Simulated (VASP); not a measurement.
Input of a VASP 6.6.1 run:

The input INCAR:

```
PREC = Accurate ; ENCUT = 520
EDIFF = 1E-6 ; ISMEAR = 0
SIGMA = 0.05 ; LREAL = False
LASPH = True ; NELM = 150
ALGO = Normal ; ISIF = 2
LWAVE = False ; LCHARG = False
MAGMOM = 0 0 0 0 0 0 0 0 0 ; LORBIT = 11
LSORBIT = True ; GGA_COMPAT = False
LORBMOM = True ; LMAXMIX = 6
GGA = PE ; NBANDS = 37
```

File KPOINTS:

```
regular mesh
0
Gamma
  8 8 8
```

Contents of POSCAR:

```
CeO2
1.0
    0.0000000000      2.7317460820      2.7317460820
    2.7317460820      0.0000000000      2.7317460820
    2.7317460820      2.7317460820      0.0000000000
Ce O
1 2
Direct
    0.0000000000      0.0000000000      0.0000000000
    0.2500000000      0.2500000000      0.2500000000
    0.7500000000      0.7500000000      0.7500000000
```

Potentials or basis: VASP PAW PBE potentials, release 64 (Ce, O).

Run with:

```sh
$ cat potpaw_PBE.64/Ce/POTCAR potpaw_PBE.64/O/POTCAR > POTCAR
$ mpirun -np 1 vasp_ncl > vasp.out
```

Question: Estimate the pressure.

Answer: -0.2 GPa.

Question: Predict the net moment.

Answer: 0.00 μB per cell.

Moments on the atoms (μB; x, y, z):
```
Ce  0.00 0.00 0.00
O   0.00 0.00 0.00
O   0.00 0.00 0.00
```

Caveat: the magnetic or orbital state may not be the lowest. The state reached can hang on the start; a lower one may exist.
